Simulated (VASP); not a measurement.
Write the native input for VASP 6.6.1 that does the following.

```
Task                   : single point
Functional             : PBEsol
Potentials or basis    : VASP PAW PBE potentials, release 64 (Co)
Cutoff                 : 520 eV
k mesh                 : 24 × 24 × 8
Occupations            : gaussian, width 0.1 eV
Spin                   : collinear spin, ferromagnetic start
Starting moments       : [1.83, 1.83, 1.83, 1.83] μB
Dipole correction      : no
Further INCAR settings : ALGO = Normal; EDIFF = 1e-06; NBANDS = 30
```

The structure of Co lies in POSCAR:

```
Co
1.0
    2.5043152904      0.0000000000      0.0000000000
   -1.2521576452      2.1688006605      0.0000000000
    0.0000000000      0.0000000000      8.1241376952
Co
4
Direct
    0.0000000000      0.0000000000      0.0000000000
    0.3333333333      0.6666666667      0.2500000000
    0.0000000000      0.0000000000      0.5000000000
    0.6666666667      0.3333333333      0.7500000000
```

This cell differs from its parent crystal: equal strain along all axes, cell held: +2.0 %.

The input as run:

INCAR

```
PREC = Accurate
ENCUT = 520
EDIFF = 1E-6
ISMEAR = 0
SIGMA = 0.1
LREAL = False
LASPH = True
NELM = 150
ALGO = Normal
ISIF = 2
LWAVE = False
LCHARG = False
ISPIN = 2
MAGMOM = 1.83 1.83 1.83 1.83
LORBIT = 11
LMAXMIX = 4
GGA = PS
NBANDS = 30
```

KPOINTS

```
regular mesh
0
Gamma
  24 24 8
```

Potentials or basis: VASP PAW PBE potentials, release 64 (Co).

The run is started by

```console
$ cat potpaw_PBE.64/Co/POTCAR > POTCAR
$ mpirun -np 1 vasp_std > vasp.out
```

It gave:

```yaml
Pressure: -13.1 GPa
Net_moment: 6.56 μB per cell
Site_moments: Co +1.65, +1.66 (each value once) μB
Valence_electrons_inside_the_program's_atomic_spheres: Co 8.24
```

Caveat: the cell differs from its parent crystal (equal strain along all axes, cell held: +2.0 %); the cell stands under tension; the PAW data sets were made with another functional, which shifts forces and pressure a little.

Run time: 24 min on 1 thread of Oxide Virtual Turin-like Processor (shared host), peak memory 0.55 GiB.
